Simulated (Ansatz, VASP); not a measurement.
## Fe in VASP and in Ansatz

The input POSCAR:

```
Fe
1.0
   -1.4529901810      1.4529901810      1.4529901810
    1.4529901810     -1.4529901810      1.4529901810
    1.4529901810      1.4529901810     -1.4529901810
Fe
1
Direct
    0.0000000000      0.0000000000      0.0000000000
```

INCAR.step1

```
  PREC = Accurate
  ENCUT = 520
  ISMEAR = 0
  SIGMA = 0.05
  LREAL = False
  LASPH = True
  NELM = 150
  ISPIN = 2
  MAGMOM = 3.1
  LMAXMIX = 4
  NBANDS = 14
  GGA = PE
  ALGO = Normal
  EDIFF = 1E-4
  LWAVE = True
  LCHARG = False
```

Contents of INCAR.step2:

```
  PREC = Accurate
  ENCUT = 520
  EDIFF = 1E-7
  ISMEAR = 0
  SIGMA = 0.05
  LREAL = False
  LASPH = True
  NELM = 150
  ALGO = Normal
  ISIF = 2
  LWAVE = False
  LCHARG = True
  ISPIN = 2
  MAGMOM = 3.1
  LORBIT = 11
  LMAXMIX = 4
  METAGGA = R2SCAN
  LMIXTAU = True
  LELF = True
  LVHAR = True
  NBANDS = 14
  ISTART = 1
```

The input KPOINTS:

```
Automatic mesh
0
Gamma
  22 22 22
```

Input for Ansatz:

```yaml
crystal:
  lattice:
    - [-1.452990181, 1.452990181, 1.452990181]
    - [1.452990181, -1.452990181, 1.452990181]
    - [1.452990181, 1.452990181, -1.452990181]
  atoms:
    - { symbol: Fe, position: [0.0, 0.0, 0.0], spin: 3.1 }
basis:
  ecutwfc: 500
  ecutrho_ratio: 4
kpoints:
  mp_grid: { grid: [22, 22, 22] }
hamiltonian:
  xc: r2scan
scf:
  occupations: { method: gaussian, width: 0.05 }
output:
  forces: true
  stress: true
  eigenvalues: true
  populations: true
magnetization:
  spin_polarized: true
```

Alike in both runs: task single point; functional r2SCAN; k mesh 22 × 22 × 22; occupations gaussian, width 0.05 eV; collinear spin.

|  | VASP | Ansatz |
| --- | --- | --- |
| version | VASP 6.6.1 | Ansatz 0.2.0 |
| potentials or method | VASP PAW PBE potentials, release 64 (Fe), cutoff 520 eV | scalar-relativistic, plane waves, PAW |
| valence electrons in the cell | 8 | 16 |

```csv
,VASP,Ansatz,Ansatz less VASP
gap on the k mesh at the Fermi level (eV),none,none,-
pressure (GPa),-7.4,-7.1,+0.33
net moment per atom (μB),2.67,2.68,+0.005
size of the moment on the site where the two differ most (μB),2.76,2.85,+0.088
```

VASP's potentials were made for PBE, not for r2SCAN. Site moments also hang on the region over which each program counts them. A gap of «none» marks a metal or a gap that the smearing closes. The functional is the same, so the differences come from potentials, cutoffs and numerics. VASP's potentials hold 8 valence electrons a cell and Ansatz's 16, so a difference there can come from the potentials and not from the codes. Ansatz's warnings: stability check not made.
